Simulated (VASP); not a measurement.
CaO, 4 atoms in the cell. Symmetry: P6_3/mmc, No. 194, hexagonal system. The conventional cell has a = 4.059 Å, b = 4.059 Å, c = 4.864 Å, α = 90.00°, β = 90.00°, γ = 120.00°. Ca (site symmetry -6m2) has 5 O at 2.34 to 2.43 Å within 3.1 Å. Within 3.1 Å of O (site symmetry -6m2) lie 5 Ca at 2.34 to 2.43 Å. 

- Program: VASP 6.6.1
- Task: single point
- Functional: r2SCAN
- Potentials or basis: VASP PAW PBE potentials, release 64 (Ca_sv, O)
- Cutoff: 520 eV
- k mesh: 6 × 6 × 4
- Occupations: gaussian, width 0.01 eV
- Spin: no spin polarisation
- Dipole correction: no
- Further INCAR settings: ALGO = Normal; EDIFF = 1e-07; NBANDS = 24

Potentials or basis: VASP PAW PBE potentials, release 64 (Ca_sv, O).

The run is started by

```sh
$ cat potpaw_PBE.64/Ca_sv/POTCAR potpaw_PBE.64/O/POTCAR > POTCAR
$ cp INCAR.step1 INCAR
$ mpirun -np 1 vasp_std > vasp.out
$ cp INCAR.step2 INCAR
$ mpirun -np 1 vasp_std > vasp.out
```

Hardware: 1 thread of Intel(R) Xeon(R) 6975P-C (Granite Rapids), on a shared host.

Estimate the wall time of this run.

It took 62 s on 1 thread of Intel(R) Xeon(R) 6975P-C (Granite Rapids), with other jobs on the host, peak memory 0.19 GiB. Counts: k points 21.
